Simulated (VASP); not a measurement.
# Rb (I4_1/amd) in VASP: notebook

Rb is run at these levels: PBE; tasks: single point.

All numbers are computed with VASP 6.6.1; they aren't measurements. Logs are shortened: lines on timing, memory, paths and dates and some standing lists are left out, and cuts for length are marked.

### 1 The cell of the first run

It takes space group I4_1/amd (No. 141, tetragonal). Conventional cell: a = 4.507 Å, b = 4.507 Å, c = 16.082 Å, α = 90.00°, β = 90.00°, γ = 90.00°.

### 2 Single point, PBE

Contents of INCAR:

```
SYSTEM = Rb
ALGO = Fast
EDIFF = 1E-6
ENCUT = 520
GGA = PE
ISIF = 2
ISMEAR = 0
LASPH = .True.
LCHARG = .True.
LELF = .True.
LREAL = .False.
LVHAR = .True.
LWAVE = .False.
NBANDS = 16
NELM = 100
PREC = Accurate
SIGMA = 0.05
```

Contents of KPOINTS:

```
k-points
0
Gamma
  8 8 8
  0 0 0
```

Contents of POSCAR:

```
Rb
1.0
    0.0000000000     -4.5070795381      0.0000000000
    4.5070795381      0.0000000000      0.0000000000
   -2.2535397690      2.2535397690      8.0410465197
Rb
2
Direct
    0.2500000000      0.7500000000      0.5000000000
    0.5000000000      0.5000000000      0.0000000000
```

Potentials or basis: VASP PAW PBE potentials, release 64 (Rb_sv).

Command:

```
$ cat potpaw_PBE.64/Rb_sv/POTCAR > POTCAR
$ mpirun -np 1 vasp_std > vasp.out
```

OUTCAR:

```text
SYSTEM = Rb
   EDIFF = 1E-6
   ENCUT = 520
   GGA = PE
   ISIF = 2
   ISMEAR = 0
   LASPH = .True.
   LREAL = .False.
   NELM = 100
   PREC = Accurate

 ion  position               nearest neighbor table
   1  0.250  0.750  0.500-   2 4.61   2 4.61   2 4.61   2 4.61
   2  0.500  0.500  0.000-   1 4.61   1 4.61   1 4.61   1 4.61

  LATTYP: Found a body centered tetragonal cell.
 ALAT       =     4.5070795381
 C/A-ratio  =     3.5681848753

  Lattice vectors:

 A1 = (  -2.2535397691,  -2.2535397690,  -8.0410465197)
 A2 = (   2.2535397690,   2.2535397691,  -8.0410465197)
 A3 = (   2.2535397691,  -2.2535397691,   8.0410465197)

Analysis of symmetry for initial positions (statically):
=====================================================================
 Subroutine PRICEL returns:
 Original cell was already a primitive cell.

 Routine SETGRP: Setting up the symmetry group for a
 body centered tetragonal supercell.

 Subroutine GETGRP returns: Found 16 space group operations
 (whereof  8 operations were pure point group operations)
 out of a pool of 16 trial point group operations.

The static configuration has the point symmetry D_2d.
 The point group associated with its full space group is D_4h.

Analysis of symmetry for dynamics (positions and initial velocities):
=====================================================================
 Subroutine PRICEL returns:
 Original cell was already a primitive cell.

 Routine SETGRP: Setting up the symmetry group for a
 body centered tetragonal supercell.

 Subroutine GETGRP returns: Found 16 space group operations
 (whereof  8 operations were pure point group operations)
 out of a pool of 16 trial point group operations.

The dynamic configuration has the point symmetry D_2d.
 The point group associated with its full space group is D_4h.

 Subroutine INISYM returns: Found 16 space group operations
 (whereof  8 operations are pure point group operations),
 and found     1 'primitive' translations

----------------------------------------------------------------------------------------

                                     Primitive cell

  volume of cell :     163.3439

  direct lattice vectors                    reciprocal lattice vectors
     0.000000000 -4.507079538  0.000000000     0.000000000 -0.221873165  0.062180961
     4.507079538  0.000000000  0.000000000     0.221873165  0.000000000  0.062180961
    -2.253539769  2.253539769  8.041046520     0.000000000  0.000000000  0.124361922

  length of vectors
     4.507079538  4.507079538  8.649584505     0.230421729  0.230421729  0.124361922

  position of ions in fractional coordinates (direct lattice)
     0.250000000  0.750000000  0.500000000
     0.500000000  0.500000000  0.000000000

  ion indices of the primitive-cell ions
   primitive index   ion index
                 1           1
                 2           2

----------------------------------------------------------------------------------------

 KPOINTS: k-points

Automatic generation of k-mesh.
 Grid dimensions read from file:
 generate k-points for:    8    8    8

 Generating k-lattice:

  Cartesian coordinates                     Fractional coordinates (reciprocal lattice)
     0.000000000 -0.027734146  0.007772620     0.125000000  0.000000000  0.000000000
     0.027734146  0.000000000  0.007772620     0.000000000  0.125000000  0.000000000
     0.000000000  0.000000000  0.015545240     0.000000000  0.000000000  0.125000000

  Length of vectors
     0.028802716  0.028802716  0.015545240

  Shift w.r.t. Gamma in fractional coordinates (k-lattice)
     0.000000000  0.000000000  0.000000000

 Subroutine IBZKPT returns following result:
 ===========================================

 Found     59 irreducible k-points:

 Following reciprocal coordinates:
            Coordinates               Weight
  0.000000  0.000000  0.000000      1.000000
  0.125000  0.000000  0.000000      8.000000
  0.250000  0.000000  0.000000      8.000000
  0.375000  0.000000  0.000000      8.000000
  0.500000  0.000000  0.000000      4.000000
  0.125000  0.125000  0.000000      8.000000
[... 16 lines left out ...]
  0.125000  0.000000  0.125000      8.000000
  0.250000  0.000000  0.125000      8.000000
 [... further k-points ...]
   k-points           NKPTS =     59   k-points in BZ     NKDIM =     59   number of bands    NBANDS=     16
   number of dos      NEDOS =    301   number of ions     NIONS =      2
   total plane-waves  NPLWV =  82944
   dimension x,y,z NGX =    36 NGY =   36 NGZ =   64
   dimension x,y,z NGXF=    72 NGYF=   72 NGZF=  128
   ions per type =               2
   NGX,Y,Z   is equivalent  to a cutoff of  13.28, 13.28, 12.30 a.u.
   NGXF,Y,Z  is equivalent  to a cutoff of  26.56, 26.56, 24.60 a.u.
 SYSTEM =  Rb
   PREC   = accura    normal or accurate (medium, high low for compatibility)
   ISTART =      0    job   : 0-new  1-cont  2-samecut
   ICHARG =      2    charge: 1-file 2-atom 10-const
   ISPIN  =      1    spin polarized calculation?
   LNONCOLLINEAR =      F non collinear calculations
   LSORBIT =      F    spin-orbit coupling
   LASPH  =      T    aspherical Exc in radial PAW
   ENCUT  =  520.0 eV  38.22 Ry    6.18 a.u.   8.38  8.38 16.08*2*pi/ulx,y,z
   NELM   =    100;   NELMIN=  2; NELMDL= -5     # of ELM steps
   EDIFF  = 0.1E-05   stopping-criterion for ELM
   LREAL  =      F    real-space projection
   EDIFFG = 0.1E-04   stopping-criterion for IOM
   NSW    =      0    number of steps for IOM
   IBRION =     -1    ionic relax: 0-MD 1-quasi-New 2-CG
   NFREE  =      0    steps in history (QN), initial steepest desc. (CG)
   ISIF   =      2    stress and relaxation
   ISYM   =      2    0-nonsym 1-usesym 2-fastsym
   POTIM  = 0.5000    time-step for ionic-motion
   TEBEG  =    0.0;   TEEND  =   0.0 temperature during run
   PSTRESS=    0.0 pullay stress
   NELECT =      18.0000    total number of electrons
   NUPDOWN=      -1.0000    fix difference up-down
   EMIN   =  10.00;   EMAX   =-10.00  energy-range for DOS
   EFERMI =   0.00;   METHOD = LEGACY
   ISMEAR =     0;   SIGMA  =   0.05  broadening in eV -4-tet -1-fermi 0-gaus
   EFERMI_NEDOS =   21; number of points for ismear=-14 and -15
   IALGO  =     68    algorithm
   IMIX   =      4    mixing-type and parameters
     AMIX     =   0.40;   BMIX     =  1.00
     AMIX_MAG =   1.60;   BMIX_MAG =  1.00
  volume/ion in A,a.u.               =      81.67       551.15
  Fermi-wavevector in a.u.,A,eV,Ry     =   0.784870  1.483190  8.381484  0.616022
  Thomas-Fermi vector in A             =   1.889091
   LORBIT       =      0    0 simple, 1 ext, 2 COOP (PROOUT), +10 PAW based schemes
   GGA     = PE    functional components
   LHFCALC =     F    Hartree Fock is set to
   AEXX    =    0.0000 exact exchange contribution
   IVDW    =     0    specifies the selected vdW correction
   LEPSILON=     F    determine dielectric tensor
   LRPA    =     F    only Hartree local field effects (RPA)
 non-spin polarized calculation
 RMM-DIIS sequential band-by-band and
 Gauss-broadening in eV      SIGMA  =   0.05
  energy-cutoff  :      520.00
  volume of cell :      163.34
 maximum number of plane-waves:      4438
 NGX is ok and might be reduce to    36
   NGX = 17   NGY = 17   NGZ = 33

 number of electron      18.0000000 magnetization

 Free energy of the ion-electron system (eV)
  ---------------------------------------------------
  ext. energy  EPLUGINS =         0.00000000
  ---------------------------------------------------
  free energy    TOTEN  =        -1.72180727 eV

  energy without entropy =       -1.71915824  energy(sigma->0) =       -1.72048275

 E-fermi :   0.3171     XC(G=0):  -5.7267

 val. band max:        0.3128830986   @ k =   0.3750   0.2500   0.1250
 cond. band min:       0.3222716138   @ k =   0.5000   0.1250   0.1250
 fundamental gap:      0.0093885152
 Fermi energy:         0.3171396519

 k-point     1 :       0.0000    0.0000    0.0000
  band No.  band energies     occupation
      1     -28.6706      2.00000
      2     -28.6615      2.00000
      3     -12.8619      2.00000
      4     -12.6947      2.00000
      5     -12.6947      2.00000
      6     -12.6856      2.00000
[... 8 lines left out ...]
     15       4.7982      0.00000
     16       4.8944      0.00000

 k-point     2 :       0.1250    0.0000    0.0000
  band No.  band energies     occupation
      1     -28.6695      2.00000
      2     -28.6608      2.00000
      3     -12.8548      2.00000
      4     -12.7196      2.00000
      5     -12.7075      2.00000
      6     -12.6938      2.00000
[... 8 lines left out ...]
     15       4.3001      0.00000
     16       4.7479      0.00000

 k-point     3 :       0.2500    0.0000    0.0000
  band No.  band energies     occupation
      1     -28.6666      2.00000
      2     -28.6594      2.00000
      3     -12.8390      2.00000
      4     -12.7750      2.00000
      5     -12.7561      2.00000
      6     -12.6910      2.00000
[... 8 lines left out ...]
     15       4.0017      0.00000
     16       4.6786      0.00000

 k-point     4 :       0.3750    0.0000    0.0000
  band No.  band energies     occupation
      1     -28.6635      2.00000
      2     -28.6581      2.00000
      3     -12.8385      2.00000
      4     -12.8289      2.00000
      5     -12.7842      2.00000
      6     -12.6988      2.00000
[... 8 lines left out ...]
     15       3.9594      0.00000
     16       4.5346      0.00000

 k-point     5 :       0.5000    0.0000    0.0000
  band No.  band energies     occupation
      1     -28.6622      2.00000
      2     -28.6577      2.00000
      3     -12.8533      2.00000
      4     -12.8482      2.00000
      5     -12.7813      2.00000
      6     -12.7054      2.00000
[... 8 lines left out ...]
     15       3.8709      0.00000
     16       4.4311      0.00000

 k-point     6 :       0.1250    0.1250    0.0000
  band No.  band energies     occupation
      1     -28.6682      2.00000
      2     -28.6604      2.00000
      3     -12.8451      2.00000
      4     -12.7232      2.00000
      5     -12.7169      2.00000
      6     -12.7052      2.00000
[... 8 lines left out ...]
     15       3.9888      0.00000
     16       4.3460      0.00000

 k-point     7 :       0.2500    0.1250    0.0000
  band No.  band energies     occupation
      1     -28.6652      2.00000
      2     -28.6590      2.00000
      3     -12.8282      2.00000
      4     -12.7759      2.00000
      5     -12.7509      2.00000
      6     -12.7179      2.00000
[... 8 lines left out ...]
     15       3.8555      0.00000
     16       4.2077      0.00000

 k-point     8 :       0.3750    0.1250    0.0000
  band No.  band energies     occupation
      1     -28.6622      2.00000
      2     -28.6577      2.00000
      3     -12.8309      2.00000
      4     -12.8290      2.00000
      5     -12.7769      2.00000
      6     -12.7176      2.00000
[... 8 lines left out ...]
     15       3.8340      0.00000
     16       4.2292      0.00000

 k-point     9 :       0.5000    0.1250    0.0000
  band No.  band energies     occupation
      1     -28.6611      2.00000
      2     -28.6570      2.00000
      3     -12.8519      2.00000
      4     -12.8429      2.00000
      5     -12.7782      2.00000
      6     -12.7168      2.00000
[... 8 lines left out ...]
     15       3.7271      0.00000
     16       4.3458      0.00000
[... 172 lines left out ...]
 k-point    19 :       0.5000    0.3750    0.0000
  band No.  band energies     occupation
      1     -28.6557      2.00000
      2     -28.6540      2.00000
      3     -12.8373      2.00000
      4     -12.8300      2.00000
      5     -12.8070      2.00000
      6     -12.8044      2.00000
[... 8 lines left out ...]
     15       3.2269      0.00000
     16       3.4002      0.00000

 k-point    20 :      -0.3750    0.3750    0.0000
  band No.  band energies     occupation
      1     -28.6574      2.00000
      2     -28.6540      2.00000
      3     -12.8261      2.00000
      4     -12.8148      2.00000
      5     -12.8038      2.00000
      6     -12.8026      2.00000
[... 8 lines left out ...]
     15       3.0584      0.00000
     16       3.4541      0.00000

 k-point    21 :       0.5000    0.5000    0.0000
  band No.  band energies     occupation
      1     -28.6540      2.00000
      2     -28.6540      2.00000
      3     -12.8355      2.00000
      4     -12.8355      2.00000
      5     -12.8199      2.00000
      6     -12.8199      2.00000
[... 8 lines left out ...]
     15       3.0494      0.00000
     16       3.0495      0.00000

 k-point    22 :       0.0000    0.0000    0.1250
  band No.  band energies     occupation
      1     -28.6703      2.00000
      2     -28.6618      2.00000
      3     -12.8552      2.00000
      4     -12.6972      2.00000
      5     -12.6972      2.00000
      6     -12.6875      2.00000
[... 8 lines left out ...]
     15       4.6186      0.00000
     16       4.6328      0.00000

 k-point    23 :       0.1250    0.0000    0.1250
  band No.  band energies     occupation
      1     -28.6688      2.00000
      2     -28.6615      2.00000
      3     -12.8424      2.00000
      4     -12.7251      2.00000
      5     -12.7032      2.00000
      6     -12.6972      2.00000
[... 8 lines left out ...]
     15       4.1663      0.00000
     16       4.5667      0.00000

 k-point    24 :       0.2500    0.0000    0.1250
  band No.  band energies     occupation
      1     -28.6658      2.00000
      2     -28.6602      2.00000
      3     -12.8246      2.00000
      4     -12.7809      2.00000
      5     -12.7502      2.00000
      6     -12.7025      2.00000
[... 8 lines left out ...]
     15       3.8997      0.00000
     16       4.6446      0.00000

 [... further k-points ...]

------------------------ aborting loop because EDIFF is reached ----------------------------------------

  FORCE on cell =-STRESS in cart. coord.  units (eV):
  Direction    XX          YY          ZZ          XY          YZ          ZX
  --------------------------------------------------------------------------------------
  -------------------------------------------------------------------------------------
  Total        0.4781853      0.4781853      0.6121872      0.0000000     -0.0000000      0.0000000
  in kB        4.6903344      4.6903344      6.0047073      0.0000000     -0.0000000      0.0000000
  external PRESSURE =       5.1284587 kB  Pullay stress =       0.0000000 kB

 VOLUME and BASIS-vectors are now :
 -----------------------------------------------------------------------------
  energy-cutoff  :      520.00
  volume of cell :      163.34
      direct lattice vectors                 reciprocal lattice vectors
     0.000000000 -4.507079538  0.000000000     0.000000000 -0.221873165  0.062180961
     4.507079538  0.000000000  0.000000000     0.221873165  0.000000000  0.062180961
    -2.253539769  2.253539769  8.041046520     0.000000000  0.000000000  0.124361922

 POSITION                                       TOTAL-FORCE (eV/Angst)
 -----------------------------------------------------------------------------------
      2.25354     -0.00000      4.02052         0.000000     -0.000000      0.000000
      2.25354     -2.25354      0.00000        -0.000000      0.000000      0.000000
 -----------------------------------------------------------------------------------
    total drift:                                0.000000     -0.000000     -0.000000

  FREE ENERGIE OF THE ION-ELECTRON SYSTEM (eV)
  ---------------------------------------------------
  free  energy   TOTEN  =        -1.7218072675 eV

  energy  without entropy=       -1.7191582408  energy(sigma->0) =       -1.72048275
```

It took 82 s on 1 thread of Oxide Virtual Turin-like, shared host; peak memory 0.3 GiB.

Results:

| Property | Result |
| --- | --- |
| Free energy | -1.7218 eV |
| Pressure | 0.5 GPa |
| Band gap on the k mesh | zero (bands 9 and 10 overlap by 2.29 eV) |

Levels at points of the mesh, in eV from the Fermi level:
| k point | band 5 | band 6 | band 7 | band 8 | band 9 | band 10 | band 11 | band 12 | band 13 | band 14 |
| --- | --- | --- | --- | --- | --- | --- | --- | --- | --- | --- |
| (0.00, 0.00, 0.00) | -13.01 | -13.00 | -13.00 | -13.00 | -2.15 | 0.08 | 0.65 | 2.55 | 2.56 | 3.15 |
| (0.50, 0.00, 0.00) | -13.10 | -13.02 | -13.00 | -12.98 | -0.13 | 0.26 | 0.67 | 1.33 | 2.06 | 3.41 |
| (0.50, 0.50, 0.00) | -13.14 | -13.14 | -13.04 | -13.04 | 0.87 | 0.87 | 1.76 | 1.76 | 2.47 | 2.47 |
| (0.00, 0.00, 0.50) | -13.02 | -13.02 | -12.99 | -12.99 | -1.42 | -1.42 | 2.00 | 2.00 | 2.85 | 2.85 |

### 3 Single point, PBE

This run uses another cell than the first one, of 96.08 Å³/atom.

Contents of INCAR:

```
SYSTEM = Rb
ALGO     = Fast           ! electronic algorithm
EDIFF    = 1E-6           ! SCF threshold, eV
ENCUT    = 520            ! plane-wave cutoff, eV
GGA      = PE             ! functional
ISIF     = 2              ! what is computed and relaxed
ISMEAR   = 0              ! smearing method
LASPH    = .TRUE.         ! aspherical terms in the spheres
LCHARG   = .TRUE.         ! write CHGCAR
LELF     = .TRUE.         ! ELF
LREAL    = .FALSE.        ! projectors in reciprocal space
LVHAR    = .TRUE.       
LWAVE    = .FALSE.        ! write WAVECAR
NBANDS   = 16             ! bands
NELM     = 60             ! most SCF steps
PREC     = Accurate       ! precision mode
SIGMA    = 0.05           ! smearing width, eV
```

Contents of KPOINTS:

```
k-points
0
G
  8 8 8
  0 0 0
```

Contents of POSCAR:

```
Rb
1.0
    0.0000000000     -4.7579760000      0.0000000000
    4.7579760000      0.0000000000      0.0000000000
   -2.3789880000      2.3789880000      8.4886690000
Rb
2
Direct
    0.2500000000      0.7500000000      0.5000000000
    0.5000000000      0.5000000000      0.0000000000
```

Potentials or basis: VASP PAW PBE potentials, release 64 (Rb_sv).

Command:

```
$ cat potpaw_PBE.64/Rb_sv/POTCAR > POTCAR
$ mpirun -np 1 vasp_std > vasp.out
```

It took 91 s on 1 thread of Oxide Virtual Turin-like, shared host; peak memory 0.32 GiB.

Results (log left out):

```
Free energy            : -1.7623 eV
Pressure               : 0.0 GPa
Band gap on the k mesh : zero (bands 9 and 10 overlap by 2.30 eV)
```

Levels at points of the mesh, in eV from the Fermi level:
```csv
k point,band 6,band 7,band 8,band 9,band 10,band 11,band 12,band 13
"(0.00, 0.00, 0.00)",-13.06,-13.06,-13.05,-1.91,0.11,0.57,2.55,2.55
"(0.50, 0.00, 0.00)",-13.07,-13.06,-13.05,-0.12,0.24,0.74,1.19,2.02
"(0.50, 0.50, 0.00)",-13.14,-13.08,-13.08,1.02,1.02,1.62,1.62,2.38
"(0.00, 0.00, 0.50)",-13.07,-13.05,-13.05,-1.28,-1.28,2.00,2.00,2.76
```
